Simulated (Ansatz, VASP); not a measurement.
**One calculation of KF, two programs**

```
K F
1.0
    -0.02766    2.58165    2.58165
     2.58165   -0.02766    2.58165
     2.58165    2.58165   -0.02766
K F
1 1
Cartesian
  0.0000 0.0000 0.0000
  2.5678 2.5678 2.5678
```

Alike in both runs: task single point; functional LDA; k mesh 8 × 8 × 8; occupations gaussian, width 0.05 eV; no spin polarisation.

|  | VASP | Ansatz |
| --- | --- | --- |
| version | VASP 6.6.1 | Ansatz 0.2.0 |
| potentials or method | VASP PAW LDA potentials, release 64 (K_sv, F), cutoff 520 eV | scalar-relativistic, plane waves, PAW |
| valence electrons in the cell | 16 | 16 |

|  | VASP | Ansatz | Ansatz less VASP |
| --- | --- | --- | --- |
| gap on the k mesh at the Fermi level (eV) | 6.24 | 6.26 | +0.019 |
| least direct gap on the mesh (eV) | 6.24 | 6.26 | +0.019 |
| pressure (GPa) | -0.5 | -0.7 | -0.21 |
| traceless stress, the component that is largest in VASP (GPa) | 0.14 | 0.14 | +0.003 |

LDA's correlation is that of Perdew and Zunger in VASP and of Perdew and Wang (1992) in Ansatz.
